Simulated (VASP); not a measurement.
# Ge (Fd-3m) in VASP: further runs

Ge is run at these levels: r2SCAN; tasks: single point, relaxation of cell and atoms.

Everything below comes from runs of VASP 6.6.1. Logs are shortened: lines on timing, memory, paths and dates and some standing lists are left out, and cuts for length are marked.

## 1. The cell of the first run

Symmetry: Fd-3m, No. 227, cubic system. The conventional cell has a = 5.673 Å, b = 5.673 Å, c = 5.673 Å, α = 90.00°, β = 90.00°, γ = 90.00°. Within 3.2 Å of Ge (site symmetry -43m) lie 4 Ge at 2.46 Å.

## 2. Single point, r2SCAN

Contents of POSCAR:

```
Ge
1.0
    0.0000000000      2.8367021026      2.8367021026
    2.8367021026      0.0000000000      2.8367021026
    2.8367021026      2.8367021026      0.0000000000
Ge
2
Direct
    0.0000000000      0.0000000000      0.0000000000
    0.2500000000      0.2500000000      0.2500000000
```

Contents of INCAR.step1:

```
SYSTEM = Ge
ALGO = Normal ; EDIFF = 1E-4
ENCUT = 520 ; GGA = PE
ISMEAR = 0 ; LASPH = .TRUE.
LCHARG = .FALSE. ; LREAL = .FALSE.
LWAVE = .TRUE. ; NBANDS = 21
NELM = 60 ; PREC = Accurate
SIGMA = 0.05
```

Contents of INCAR.step2:

```
SYSTEM = Ge
ALGO = Normal ; EDIFF = 1E-6
ENCUT = 520 ; ISIF = 2
ISMEAR = 0 ; ISTART = 1
LASPH = .TRUE. ; LCHARG = .FALSE.
LMIXTAU = .TRUE. ; LREAL = .FALSE.
LWAVE = .FALSE. ; METAGGA = R2SCAN
NBANDS = 21 ; NELM = 60
PREC = Accurate ; SIGMA = 0.05
```

Contents of KPOINTS:

```
k-points
0
G
  8 8 8
  0 0 0
```

Potentials or basis: VASP PAW PBE potentials, release 64 (Ge_d).

Started as:

```console
> cat potpaw_PBE.64/Ge_d/POTCAR > POTCAR
> cp INCAR.step1 INCAR
> mpirun -np 1 vasp_std > vasp.out
> cp INCAR.step2 INCAR
> mpirun -np 1 vasp_std > vasp.out
```

OUTCAR:

```text
SYSTEM = Ge
   EDIFF = 1E-6
   ENCUT = 520
   ISIF = 2
   ISMEAR = 0
   ISTART = 1
   LASPH = .TRUE.
   LREAL = .FALSE.
   METAGGA = R2SCAN
   NELM = 60
   PREC = Accurate

 ion  position               nearest neighbor table
   1  0.000  0.000  0.000-   2 2.46   2 2.46   2 2.46   2 2.46
   2  0.250  0.250  0.250-   1 2.46   1 2.46   1 2.46   1 2.46

  LATTYP: Found a face centered cubic cell.
 ALAT       =     5.6734042052

  Lattice vectors:

 A1 = (   0.0000000000,   2.8367021026,   2.8367021026)
 A2 = (   2.8367021026,   0.0000000000,   2.8367021026)
 A3 = (   2.8367021026,   2.8367021026,   0.0000000000)

Analysis of symmetry for initial positions (statically):
=====================================================================
 Subroutine PRICEL returns:
 Original cell was already a primitive cell.

 Routine SETGRP: Setting up the symmetry group for a
 face centered cubic supercell.

 Subroutine GETGRP returns: Found 48 space group operations
 (whereof 24 operations were pure point group operations)
 out of a pool of 48 trial point group operations.

The static configuration has the point symmetry T_d .
 The point group associated with its full space group is O_h .

Analysis of symmetry for dynamics (positions and initial velocities):
=====================================================================
 Subroutine PRICEL returns:
 Original cell was already a primitive cell.

 Routine SETGRP: Setting up the symmetry group for a
 face centered cubic supercell.

 Subroutine GETGRP returns: Found 48 space group operations
 (whereof 24 operations were pure point group operations)
 out of a pool of 48 trial point group operations.

The dynamic configuration has the point symmetry T_d .
 The point group associated with its full space group is O_h .

 Subroutine INISYM returns: Found 48 space group operations
 (whereof 24 operations are pure point group operations),
 and found     1 'primitive' translations

----------------------------------------------------------------------------------------

                                     Primitive cell

  volume of cell :      45.6532

  direct lattice vectors                    reciprocal lattice vectors
     0.000000000  2.836702103  2.836702103    -0.176261018  0.176261018  0.176261018
     2.836702103  0.000000000  2.836702103     0.176261018 -0.176261018  0.176261018
     2.836702103  2.836702103  0.000000000     0.176261018  0.176261018 -0.176261018

  length of vectors
     4.011702586  4.011702586  4.011702586     0.305293038  0.305293038  0.305293038

  position of ions in fractional coordinates (direct lattice)
     0.000000000  0.000000000  0.000000000
     0.250000000  0.250000000  0.250000000

  ion indices of the primitive-cell ions
   primitive index   ion index
                 1           1
                 2           2

----------------------------------------------------------------------------------------

 KPOINTS: k-points

Automatic generation of k-mesh.
 Grid dimensions read from file:
 generate k-points for:    8    8    8

 Generating k-lattice:

  Cartesian coordinates                     Fractional coordinates (reciprocal lattice)
    -0.022032627  0.022032627  0.022032627     0.125000000  0.000000000  0.000000000
     0.022032627 -0.022032627  0.022032627     0.000000000  0.125000000  0.000000000
     0.022032627  0.022032627 -0.022032627     0.000000000  0.000000000  0.125000000

  Length of vectors
     0.038161630  0.038161630  0.038161630

  Shift w.r.t. Gamma in fractional coordinates (k-lattice)
     0.000000000  0.000000000  0.000000000

 Subroutine IBZKPT returns following result:
 ===========================================

 Found     29 irreducible k-points:

 Following reciprocal coordinates:
            Coordinates               Weight
  0.000000  0.000000  0.000000      1.000000
  0.125000  0.000000  0.000000      8.000000
  0.250000  0.000000  0.000000      8.000000
  0.375000  0.000000  0.000000      8.000000
  0.500000  0.000000  0.000000      4.000000
  0.125000  0.125000  0.000000      6.000000
[... 16 lines left out ...]
  0.500000  0.250000  0.125000     48.000000
 -0.375000  0.250000  0.125000     24.000000
 [... further k-points ...]
   k-points           NKPTS =     29   k-points in BZ     NKDIM =     29   number of bands    NBANDS=     21
   number of dos      NEDOS =    301   number of ions     NIONS =      2
   total plane-waves  NPLWV =  27000
   dimension x,y,z NGX =    30 NGY =   30 NGZ =   30
   dimension x,y,z NGXF=    60 NGYF=   60 NGZF=   60
   ions per type =               2
   NGX,Y,Z   is equivalent  to a cutoff of  12.43, 12.43, 12.43 a.u.
   NGXF,Y,Z  is equivalent  to a cutoff of  24.86, 24.86, 24.86 a.u.
 SYSTEM =  Ge
   PREC   = accura    normal or accurate (medium, high low for compatibility)
   ISTART =      1    job   : 0-new  1-cont  2-samecut
   ICHARG =      0    charge: 1-file 2-atom 10-const
   ISPIN  =      1    spin polarized calculation?
   LNONCOLLINEAR =      F non collinear calculations
   LSORBIT =      F    spin-orbit coupling
   LASPH  =      T    aspherical Exc in radial PAW
   ENCUT  =  520.0 eV  38.22 Ry    6.18 a.u.   7.46  7.46  7.46*2*pi/ulx,y,z
   NELM   =     60;   NELMIN=  2; NELMDL=  0     # of ELM steps
   EDIFF  = 0.1E-05   stopping-criterion for ELM
   LREAL  =      F    real-space projection
   EDIFFG = 0.1E-04   stopping-criterion for IOM
   NSW    =      0    number of steps for IOM
   IBRION =     -1    ionic relax: 0-MD 1-quasi-New 2-CG
   NFREE  =      0    steps in history (QN), initial steepest desc. (CG)
   ISIF   =      2    stress and relaxation
   ISYM   =      2    0-nonsym 1-usesym 2-fastsym
   POTIM  = 0.5000    time-step for ionic-motion
   TEBEG  =    0.0;   TEEND  =   0.0 temperature during run
   PSTRESS=    0.0 pullay stress
   NELECT =      28.0000    total number of electrons
   NUPDOWN=      -1.0000    fix difference up-down
   EMIN   =  10.00;   EMAX   =-10.00  energy-range for DOS
   EFERMI =   0.00;   METHOD = LEGACY
   ISMEAR =     0;   SIGMA  =   0.05  broadening in eV -4-tet -1-fermi 0-gaus
   EFERMI_NEDOS =   21; number of points for ismear=-14 and -15
   IALGO  =     38    algorithm
   IMIX   =      4    mixing-type and parameters
     AMIX     =   0.40;   BMIX     =  1.00
     AMIX_MAG =   1.60;   BMIX_MAG =  1.00
  volume/ion in A,a.u.               =      22.83       154.04
  Fermi-wavevector in a.u.,A,eV,Ry     =   1.390925  2.628468 26.322823  1.934673
  Thomas-Fermi vector in A             =   2.514814
   LORBIT       =      0    0 simple, 1 ext, 2 COOP (PROOUT), +10 PAW based schemes
   METAGGA = R2SCAN    functional components
   LHFCALC =     F    Hartree Fock is set to
   AEXX    =    0.0000 exact exchange contribution
   IVDW    =     0    specifies the selected vdW correction
   LEPSILON=     F    determine dielectric tensor
   LRPA    =     F    only Hartree local field effects (RPA)
 non-spin polarized calculation
 Gauss-broadening in eV      SIGMA  =   0.05
  energy-cutoff  :      520.00
  volume of cell :       45.65
 maximum number of plane-waves:      1249
 NGX is ok and might be reduce to    30
   NGX = 15   NGY = 15   NGZ = 15

 number of electron      28.0000015 magnetization

 Free energy of the ion-electron system (eV)
  ---------------------------------------------------
  ext. energy  EPLUGINS =         0.00000000
  ---------------------------------------------------
  free energy    TOTEN  =       -27.73591107 eV

  energy without entropy =      -27.73591106  energy(sigma->0) =      -27.73591106

 E-fermi :   4.8881     XC(G=0): -10.7753

 val. band max:        4.7218540053   @ k =   0.0000   0.0000   0.0000
 cond. band min:       5.0463552792   @ k =   0.0000   0.0000   0.0000
 fundamental gap:      0.3245012740
 Fermi energy:         4.8881462316

 k-point     1 :       0.0000    0.0000    0.0000
  band No.  band energies     occupation
      1     -20.7614      2.00000
      2     -20.7614      2.00000
      3     -20.7613      2.00000
      4     -20.7227      2.00000
      5     -20.7227      2.00000
      6     -20.5096      2.00000
[... 13 lines left out ...]
     20      14.6356      0.00000
     21      14.6356      0.00000

 k-point     2 :       0.1250    0.0000    0.0000
  band No.  band energies     occupation
      1     -20.7695      2.00000
      2     -20.7695      2.00000
      3     -20.7588      2.00000
      4     -20.7110      2.00000
      5     -20.7110      2.00000
      6     -20.5198      2.00000
[... 13 lines left out ...]
     20      13.7644      0.00000
     21      13.7644      0.00000

 k-point     3 :       0.2500    0.0000    0.0000
  band No.  band energies     occupation
      1     -20.7798      2.00000
      2     -20.7798      2.00000
      3     -20.7526      2.00000
      4     -20.6933      2.00000
      5     -20.6933      2.00000
      6     -20.5326      2.00000
[... 13 lines left out ...]
     20      13.5176      0.00000
     21      13.5176      0.00000

 k-point     4 :       0.3750    0.0000    0.0000
  band No.  band energies     occupation
      1     -20.7850      2.00000
      2     -20.7850      2.00000
      3     -20.7462      2.00000
      4     -20.6825      2.00000
      5     -20.6825      2.00000
      6     -20.5389      2.00000
[... 13 lines left out ...]
     20      14.7410      0.00000
     21      14.7410      0.00000

 k-point     5 :       0.5000    0.0000    0.0000
  band No.  band energies     occupation
      1     -20.7862      2.00000
      2     -20.7862      2.00000
      3     -20.7435      2.00000
      4     -20.6796      2.00000
      5     -20.6796      2.00000
      6     -20.5401      2.00000
[... 13 lines left out ...]
     20      16.5120      0.00000
     21      16.5582      0.00000
[... 382 lines left out ...]
     20      16.9814      0.00000
     21      18.1889      0.00000

 k-point    22 :       0.3750    0.2500    0.1250
  band No.  band energies     occupation
      1     -20.7905      2.00000
      2     -20.7879      2.00000
      3     -20.7442      2.00000
      4     -20.6852      2.00000
      5     -20.6561      2.00000
      6     -20.5863      2.00000
[... 13 lines left out ...]
     20      15.4761      0.00000
     21      15.6785      0.00000

 k-point    23 :       0.5000    0.2500    0.1250
  band No.  band energies     occupation
      1     -20.8026      2.00000
      2     -20.7946      2.00000
      3     -20.7221      2.00000
      4     -20.6699      2.00000
      5     -20.6430      2.00000
      6     -20.5949      2.00000
[... 13 lines left out ...]
     20      14.9345      0.00000
     21      16.9010      0.00000

 k-point    24 :      -0.3750    0.2500    0.1250
  band No.  band energies     occupation
      1     -20.8079      2.00000
      2     -20.7959      2.00000
      3     -20.7120      2.00000
      4     -20.6587      2.00000
      5     -20.6445      2.00000
      6     -20.5897      2.00000
[... 13 lines left out ...]
     20      16.3201      0.00000
     21      16.8145      0.00000

 [... further k-points ...]
[... 5 lines left out ...]
  --------------------------------------------------------------------------------------
  -------------------------------------------------------------------------------------
  Total        0.0144257      0.0144257      0.0144257     -0.0000000     -0.0000000      0.0000000
  in kB        0.5062627      0.5062627      0.5062627     -0.0000000     -0.0000000      0.0000000
  external PRESSURE =       0.5062627 kB  Pullay stress =       0.0000000 kB

 VOLUME and BASIS-vectors are now :
 -----------------------------------------------------------------------------
  energy-cutoff  :      520.00
  volume of cell :       45.65
      direct lattice vectors                 reciprocal lattice vectors
     0.000000000  2.836702103  2.836702103    -0.176261018  0.176261018  0.176261018
     2.836702103  0.000000000  2.836702103     0.176261018 -0.176261018  0.176261018
     2.836702103  2.836702103  0.000000000     0.176261018  0.176261018 -0.176261018

 POSITION                                       TOTAL-FORCE (eV/Angst)
 -----------------------------------------------------------------------------------
      0.00000      0.00000      0.00000        -0.000000     -0.000000     -0.000000
      1.41835      1.41835      1.41835         0.000000      0.000000      0.000000
 -----------------------------------------------------------------------------------
    total drift:                                0.000000     -0.000000      0.000000

  FREE ENERGIE OF THE ION-ELECTRON SYSTEM (eV)
  ---------------------------------------------------
  free  energy   TOTEN  =       -27.7359110671 eV

  energy  without entropy=      -27.7359110620  energy(sigma->0) =      -27.73591106
```

Run time: 79 s. Hardware: 1 thread of AMD EPYC 7R13 (Zen 3), shared host; peak memory 0.15 GiB.

Results:

* Free energy: -27.7359 eV
* Pressure: 0.1 GPa
* Band gap on the k mesh: 0.32 eV, direct

Caveat: the PAW data sets were made with another functional, which shifts forces and pressure a little. A k mesh can miss the band edges.

## 3. Relaxation of cell and atoms, r2SCAN

This run uses another cell than the first one, of 22.64 Å³/atom, 0.992 times its volume.

Contents of POSCAR:

```
Ge
1.0
    0.0000000000      2.8290000000      2.8290000000
    2.8290000000      0.0000000000      2.8290000000
    2.8290000000      2.8290000000      0.0000000000
Ge
2
Direct
    0.0000000000      0.0000000000      0.0000000000
    0.2500000000      0.2500000000      0.2500000000
```

Contents of INCAR.step1:

```
PREC = Accurate
ENCUT = 600
ISMEAR = 0
SIGMA = 0.05
LREAL = F
LASPH = T
NELM = 100
GGA = PE
ALGO = Normal
EDIFF = 1E-4
LWAVE = T
LCHARG = F
```

Contents of INCAR.step2:

```
PREC = Accurate
ENCUT = 600
EDIFF = 1E-6
ISMEAR = 0
SIGMA = 0.05
LREAL = F
LASPH = T
NELM = 100
ALGO = Normal
ISIF = 3
LWAVE = F
LCHARG = F
METAGGA = R2SCAN
LMIXTAU = T
IBRION = 2
NSW = 80
EDIFFG = -0.003
ISTART = 1
```

Contents of KPOINTS:

```
regular mesh
0
Gamma
  8 8 8
```

Potentials or basis: VASP PAW PBE potentials, release 64 (Ge_d).

Started as:

```console
> cat potpaw_PBE.64/Ge_d/POTCAR > POTCAR
> cp INCAR.step1 INCAR
> mpirun -np 1 vasp_std > vasp.out
> cp INCAR.step2 INCAR
> mpirun -np 1 vasp_std > vasp.out
```

It took 4 min on 1 thread of AMD EPYC 7R13 (Zen 3), shared host; peak memory 0.17 GiB.

Results (log left out):

| Quantity | Value |
| --- | --- |
| Free energy | -27.7373 eV |
| Relaxed volume | 22.85 Å³/atom |
| Relaxed cell | a = 4.013 Å, b = 4.013 Å, c = 4.013 Å, α = 60.00°, β = 60.00°, γ = 60.00° |
| Space group after relaxing (to 0.05 Å) | Fd-3m (No. 227) |
| Energy gained by relaxing | 0.5 meV/atom |
| Ionic steps | 3 |
| Pressure after relaxing | 0.0 GPa |
| Band gap on the k mesh | 0.32 eV, direct |

Step by step:
| step | energy change (eV) | largest force (eV/Å) | pressure (GPa) | volume (Å³) |
| --- | --- | --- | --- | --- |
| 1 | 0.0000 | 0.0000 | 0.73 | 45.28 |
| 2 | -0.0006 | 0.0000 | -0.30 | 45.96 |
| 3 | -0.0009 | 0.0000 | 0.01 | 45.70 |

Final structure:
```
Ge
1.0
     0.00000    2.83766    2.83766
     2.83766    0.00000    2.83766
     2.83766    2.83766    0.00000
Ge
2
Direct
  0.00000 0.00000 0.00000
  0.25000 0.25000 0.25000
```

Levels at points of the mesh, in eV from the valence-band top:
```csv
k point,band 11,band 12,band 13,band 14,band 15,band 16,band 17,band 18
"(0.00, 0.00, 0.00)",-13.23,0.00,0.00,0.00,0.32,2.71,2.71,2.71
"(0.50, 0.00, 0.00)",-11.06,-7.82,-1.47,-1.47,0.41,3.99,3.99,7.65
"(0.50, 0.50, 0.00)",-9.18,-9.18,-3.19,-3.19,0.98,0.98,10.03,10.03
```

Caveat: the PAW data sets were made with another functional, which shifts forces and pressure a little. A k mesh can miss the band edges.
